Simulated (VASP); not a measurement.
Here is a VASP 6.6.1 calculation.

INCAR

```
SYSTEM = InAs
ALGO = Normal
EDIFF = 1E-7
ENCUT = 520
GGA = PS
ISIF = 2
ISMEAR = 0
LASPH = .TRUE.
LCHARG = .FALSE.
LREAL = .FALSE.
LWAVE = .FALSE.
NBANDS = 16
NELM = 80
PREC = Accurate
SIGMA = 0.15
```

Contents of KPOINTS:

```
k-points
0
G
  14 14 14
  0 0 0
```

The input POSCAR:

```
InAs
1.0
    0.0000000000      2.9604817210      2.9604817210
    2.9604817210      0.0000000000      2.9604817210
    2.9604817210      2.9604817210      0.0000000000
In As
1 1
Direct
    0.0000000000      0.0000000000      0.0000000000
    0.7500000000      0.7500000000      0.7500000000
```

Potentials or basis: VASP PAW PBE potentials, release 64 (In_d, As).

Launch:

```bash
$ cat potpaw_PBE.64/In_d/POTCAR potpaw_PBE.64/As/POTCAR > POTCAR
$ mpirun -np 1 vasp_std > vasp.out
```

(1) Predict the pressure.

(2) What does it give for the band gap on the k mesh?

Answers

(1) 5.8 GPa.

(2) 0.04 eV.

Caveat: the cell stands under pressure; the smearing spreads over this small gap; semilocal functionals underestimate gaps, and a narrow one can read as zero; the PAW data sets were made with another functional, which shifts forces and pressure a little; spin-orbit coupling is left out, which moves the levels of the heavy elements.
